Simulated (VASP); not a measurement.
# Al2Au in VASP: notebook, part 2 of 2

VASP 6.6.1.

**3. Single point, PBE**

Input file INCAR:

```
PREC     = Accurate       # precision mode
ENCUT    = 520            # plane-wave cutoff, eV
EDIFF    = 1E-6           # SCF threshold, eV
ISMEAR   = 0              # smearing method
SIGMA    = 0.1            # smearing width, eV
LREAL    = False          # projectors in reciprocal space
LASPH    = True           # aspherical terms in the spheres
NELM     = 60             # most SCF steps
ALGO     = Fast           # electronic algorithm
ISIF     = 2              # what is computed and relaxed
LWAVE    = False          # write WAVECAR
LCHARG   = True           # write CHGCAR
LDIPOL   = True         
IDIPOL   = 3            
DIPOL    = 0.5 0.5 0.500
GGA      = PE             # functional
LELF     = True           # ELF
LVHAR    = True         
LVACPOTAV= True         
NBANDS   = 36             # bands
```

Input file KPOINTS:

```
Automatic mesh
0
Gamma
  9 9 1
```

Input file POSCAR:

```
Al2Au
1.0
    4.2856189452      0.0000000000      0.0000000000
   -2.1428094726      3.7114548774      0.0000000000
    0.0000000000      0.0000000000     23.7479830397
Al Au
6 3
Direct
    0.0000000000      0.0000000000      0.3253514983
    0.3333333333      0.6666666667      0.3885059884
    0.6666666667      0.3333333333      0.4647299777
    0.0000000000      0.0000000000      0.5352700209
    0.3333333333      0.6666666667      0.6114940103
    0.6666666667      0.3333333333      0.6746485032
    0.6666666667      0.3333333333      0.3536953338
    0.3333333333      0.6666666667      0.4999999993
    0.0000000000      0.0000000000      0.6463046681
```

Potentials or basis: VASP PAW PBE potentials, release 64 (Al, Au).

Started as:

```
cat potpaw_PBE.64/Al/POTCAR potpaw_PBE.64/Au/POTCAR > POTCAR
mpirun -np 1 vasp_std > vasp.out
```

OUTCAR:

```text
PREC = Accurate
   ENCUT = 520
   EDIFF = 1E-6
   ISMEAR = 0
   LREAL = False
   LASPH = True
   NELM = 60
   ISIF = 2
   GGA = PE

 ion  position               nearest neighbor table
   1  0.000  0.000  0.325-   7 2.56   7 2.56   7 2.56   2 2.89   2 2.89   2 2.89
   2  0.333  0.667  0.389-   7 2.61   7 2.61   7 2.61   8 2.65   1 2.89   1 2.89   1 2.89   3 3.07
                             3 3.07   3 3.07
   3  0.667  0.333  0.465-   8 2.61   8 2.61   8 2.61   7 2.64   4 2.99   4 2.99   4 2.99   2 3.07
                             2 3.07   2 3.07
   4  0.000  0.000  0.535-   8 2.61   8 2.61   8 2.61   9 2.64   3 2.99   3 2.99   3 2.99   5 3.07
                             5 3.07   5 3.07
   5  0.333  0.667  0.611-   9 2.61   9 2.61   9 2.61   8 2.65   6 2.89   6 2.89   6 2.89   4 3.07
                             4 3.07   4 3.07
   6  0.667  0.333  0.675-   9 2.56   9 2.56   9 2.56   5 2.89   5 2.89   5 2.89
   7  0.667  0.333  0.354-   1 2.56   1 2.56   1 2.56   2 2.61   2 2.61   2 2.61   3 2.64
   8  0.333  0.667  0.500-   3 2.61   4 2.61   3 2.61   4 2.61   4 2.61   3 2.61   2 2.65   5 2.65

   9  0.000  0.000  0.646-   6 2.56   6 2.56   6 2.56   5 2.61   5 2.61   5 2.61   4 2.64

  LATTYP: Found a hexagonal cell.
 ALAT       =     4.2856189452
 C/A-ratio  =     5.5413193155

  Lattice vectors:

 A1 = (   4.2856189452,   0.0000000000,   0.0000000000)
 A2 = (  -2.1428094726,   3.7114548774,   0.0000000000)
 A3 = (   0.0000000000,   0.0000000000,  23.7479830397)

Analysis of symmetry for initial positions (statically):
=====================================================================
 Subroutine PRICEL returns:
 Original cell was already a primitive cell.

 Routine SETGRP: Setting up the symmetry group for a
 hexagonal supercell.

 Subroutine GETGRP returns: Found 12 space group operations
 (whereof  6 operations were pure point group operations)
 out of a pool of 24 trial point group operations.

The static configuration has the point symmetry C_3v.
 The point group associated with its full space group is D_3d.

Analysis of symmetry for dynamics (positions and initial velocities):
=====================================================================
[... 149 lines left out ...]
 NGX is ok and might be reduce to    32
   NGX = 15   NGY = 15   NGZ = 89

 dipolmoment           0.000000      0.000000     -0.000000 electrons x Angstroem

 number of electron      51.0000002 magnetization

 dipolmoment           0.000000      0.000000      0.000000 electrons x Angstroem

 Free energy of the ion-electron system (eV)
  ---------------------------------------------------
  ext. energy  EPLUGINS =         0.00000000
  ---------------------------------------------------
  free energy    TOTEN  =       -33.99519228 eV

  energy without entropy =      -33.97167289  energy(sigma->0) =      -33.98343259

 E-fermi :   0.9769     XC(G=0):  -5.2571

 val. band max:        0.9678453997   @ k =   0.3333   0.1111   0.0000
 cond. band min:       0.9978902671   @ k =   0.4444   0.1111   0.0000
 fundamental gap:      0.0300448675
 Fermi energy:         0.9769175644

 k-point     1 :       0.0000    0.0000    0.0000
  band No.  band energies     occupation
      1      -9.2021      2.00000
      2      -8.5363      2.00000
      3      -7.7274      2.00000
      4      -5.4913      2.00000
      5      -5.4260      2.00000
      6      -5.4260      2.00000
[... 457 lines left out ...]
     35       6.2490      0.00000
     36       6.3385      0.00000

------------------------ aborting loop because EDIFF is reached ----------------------------------------

  FORCE on cell =-STRESS in cart. coord.  units (eV):
  Direction    XX          YY          ZZ          XY          YZ          ZX
  --------------------------------------------------------------------------------------
  -------------------------------------------------------------------------------------
  Total        1.5410381      1.5410381     -0.1613319      0.0000000      0.0000000      0.0000000
  in kB        6.5364132      6.5364132     -0.6842995      0.0000000      0.0000000      0.0000000
  external PRESSURE =       4.1295090 kB  Pullay stress =       0.0000000 kB

 VOLUME and BASIS-vectors are now :
 -----------------------------------------------------------------------------
  energy-cutoff  :      520.00
  volume of cell :      377.73
      direct lattice vectors                 reciprocal lattice vectors
     4.285618945  0.000000000  0.000000000     0.233338524  0.134718060  0.000000000
    -2.142809473  3.711454877  0.000000000     0.000000000  0.269436120  0.000000000
     0.000000000  0.000000000 23.747983040     0.000000000  0.000000000  0.042108839

 POSITION                                       TOTAL-FORCE (eV/Angst)
 -----------------------------------------------------------------------------------
      0.00000      0.00000      7.72644        -0.000000     -0.000000      0.011274
     -0.00000      2.47430      9.22623        -0.000000     -0.000000     -0.000930
      2.14281      1.23715     11.03640         0.000000     -0.000000      0.003687
      0.00000      0.00000     12.71158        -0.000000     -0.000000     -0.003687
     -0.00000      2.47430     14.52175         0.000000      0.000000      0.000930
      2.14281      1.23715     16.02154         0.000000     -0.000000     -0.011274
      2.14281      1.23715      8.39955         0.000000      0.000000      0.003735
     -0.00000      2.47430     11.87399        -0.000000     -0.000000     -0.000000
      0.00000      0.00000     15.34843        -0.000000     -0.000000     -0.003735
 -----------------------------------------------------------------------------------
    total drift:                               -0.000000      0.000000      0.000016

  FREE ENERGIE OF THE ION-ELECTRON SYSTEM (eV)
  ---------------------------------------------------
  free  energy   TOTEN  =       -33.9951922759 eV

  energy  without entropy=      -33.9716728946  energy(sigma->0) =      -33.98343259

 vacuum level on the upper side and lower side of the slab         5.152         5.152
```

stdout:

```text
POSCAR found type information on POSCAR AlAu
 POSCAR found :  2 types and       9 ions
 scaLAPACK will be used
 LDA part: xc-table for (Slater+PW92), standard interpolation
 POSCAR, INCAR and KPOINTS ok, starting setup
 FFT: planning ... GRIDC
 FFT: planning ... GRID_SOFT
 FFT: planning ... GRID
 WAVECAR not read
 entering main loop
 -----------------------------------------------------------------------------
|                                                                             |
|           W    W    AA    RRRRR   N    N  II  N    N   GGGG   !!!           |
|           W    W   A  A   R    R  NN   N  II  NN   N  G    G  !!!           |
|           W    W  A    A  R    R  N N  N  II  N N  N  G       !!!           |
|           W WW W  AAAAAA  RRRRR   N  N N  II  N  N N  G  GGG   !            |
|           WW  WW  A    A  R   R   N   NN  II  N   NN  G    G                |
|           W    W  A    A  R    R  N    N  II  N    N   GGGG   !!!           |
|                                                                             |
|     Did not find any points to average over, which means that no vacuum     |
|     field-free region was found. Please increase the size of  your cell     |
|     in the dimension of the dipole correction to obtain accurate            |
|     workfunction values.                                                    |
|                                                                             |
 -----------------------------------------------------------------------------
```

Run time: 3 min. Hardware: 1 thread of Intel Xeon 6975P-C (Granite Rapids), shared host; peak memory 0.51 GiB.

What came out:

```yaml
Free_energy: -33.9952 eV
Largest_force: 0.011 eV/Å
Band_gap_on_the_k_mesh: zero (an odd number of electrons rules out a gap without spin polarisation)
```

Forces on the atoms (eV/Å):
```
Al   0.000  0.000  0.011
Al   0.000  0.000 -0.001
Al   0.000  0.000  0.004
Al   0.000  0.000 -0.004
Al   0.000  0.000  0.001
Al   0.000  0.000 -0.011
Au   0.000  0.000  0.004
Au   0.000  0.000  0.000
Au   0.000  0.000 -0.004
```

Caveat: spin-orbit coupling is left out, which moves the levels of the heavy elements.

**4. Relaxation of the atoms, PBE**

Input file INCAR:

```
  PREC = Accurate
  ENCUT = 520
  EDIFF = 1E-6
  ISMEAR = 0
  SIGMA = 0.1
  LREAL = False
  LASPH = True
  NELM = 100
  ALGO = Fast
  ISIF = 2
  LWAVE = False
  LCHARG = False
  LDIPOL = True
  IDIPOL = 3
  DIPOL = 0.5 0.5 0.500
  GGA = PE
  IBRION = 2
  NSW = 80
  EDIFFG = -0.02
```

KPOINTS is that of step 3.

Input file POSCAR:

```
Al2Au
1.0
    4.2856189452      0.0000000000      0.0000000000
   -2.1428094726      3.7114548774      0.0000000000
    0.0000000000      0.0000000000     23.7479830397
Al Au
6 3
Direct
    0.0000000000      0.0000000000      0.3158162943
    0.3333333333      0.6666666667      0.3894897766
    0.6666666667      0.3333333333      0.4631632589
    0.0000000000      0.0000000000      0.5368367411
    0.3333333333      0.6666666667      0.6105102234
    0.6666666667      0.3333333333      0.6841837057
    0.6666666667      0.3333333333      0.3526530354
    0.3333333333      0.6666666667      0.5000000000
    0.0000000000      0.0000000000      0.6473469646
```

Started as:

```
cat potpaw_PBE.64/Al/POTCAR potpaw_PBE.64/Au/POTCAR > POTCAR
mpirun -np 1 vasp_std > vasp.out
```

Wall time 35 min (1 thread of Oxide Virtual Turin-like, shared host); peak memory 0.51 GiB.

Results (log left out):

| Quantity | Value |
| --- | --- |
| Free energy | -33.9952 eV |
| Energy gained by relaxing | 10.5 meV/atom |
| Ionic steps | 15 |
| Largest force after relaxing | 0.011 eV/Å |
| Band gap on the k mesh | zero (an odd number of electrons rules out a gap without spin polarisation) |

Forces in eV/Å, atoms in the order of the input:
```
Al   0.000  0.000 -0.003
Al   0.000  0.000 -0.011
Al   0.000  0.000  0.009
Al   0.000  0.000 -0.009
Al   0.000  0.000  0.011
Al   0.000  0.000  0.003
Au   0.000  0.000 -0.009
Au   0.000  0.000  0.000
Au   0.000  0.000  0.009
```

The path:
```
step  energy change (eV)  largest force (eV/Å)  pressure (GPa)
   1              0.0000                0.4371           -0.67
   2             -0.0247                0.3662           -0.63
   3             -0.0660                0.1468           -0.49
   4             -0.0687                0.1370           -0.43
   5             -0.0723                0.0848           -0.35
   6             -0.0760                0.1374           -0.17
   7             -0.0793                0.1219           -0.10
   8             -0.0871                0.0791            0.10
   9             -0.0911                0.1210            0.51
  10             -0.0920                0.0857            0.35
  11             -0.0922                0.0962            0.39
  12             -0.0939                0.0318            0.52
  13             -0.0939                0.0330            0.51
  14             -0.0939                0.0312            0.51
  15             -0.0942                0.0106            0.49
```

Final structure:
```
Al Au
1.0
     4.28562    0.00000    0.00000
    -2.14281    3.71145    0.00000
     0.00000    0.00000   23.74798
Al Au
6 3
Direct
  0.00000 0.00000 0.32579
  0.33333 0.66667 0.38869
  0.66667 0.33333 0.46486
  0.00000 0.00000 0.53514
  0.33333 0.66667 0.61131
  0.66667 0.33333 0.67421
  0.66667 0.33333 0.35402
  0.33333 0.66667 0.50000
  0.00000 0.00000 0.64598
```

Levels at points of the mesh, in eV from the Fermi level:
| k point | band 23 | band 24 | band 25 | band 26 | band 27 | band 28 | band 29 | band 30 |
| --- | --- | --- | --- | --- | --- | --- | --- | --- |
| (0.00, 0.00, 0.00) | 0.74 | 1.64 | 1.64 | 2.37 | 2.51 | 2.51 | 2.59 | 2.81 |

Caveat: spin-orbit coupling is left out, which moves the levels of the heavy elements.

**5. The runs side by side**

| task | cell | gap on the mesh (eV) | largest force (eV/Å) |
| --- | --- | --- | --- |
| single point | as given, atomic positions A | none | 0.44 |
| single point | as given, atomic positions B | none | 0.01 |
| relaxation of the atoms | atoms relaxed, atomic positions A | none | 0.01 |

Alike in all rows: level PBE; potentials or basis VASP PAW PBE potentials, release 64 (Al, Au); no spin polarisation; k mesh 9 × 9 × 1; cutoff (eV) 520; smearing gaussian 0.1 eV.

Caveats: spin-orbit coupling is left out, which moves the levels of the heavy elements.

Total energies depend on the potentials used, so only differences within one code and one set of settings carry meaning.
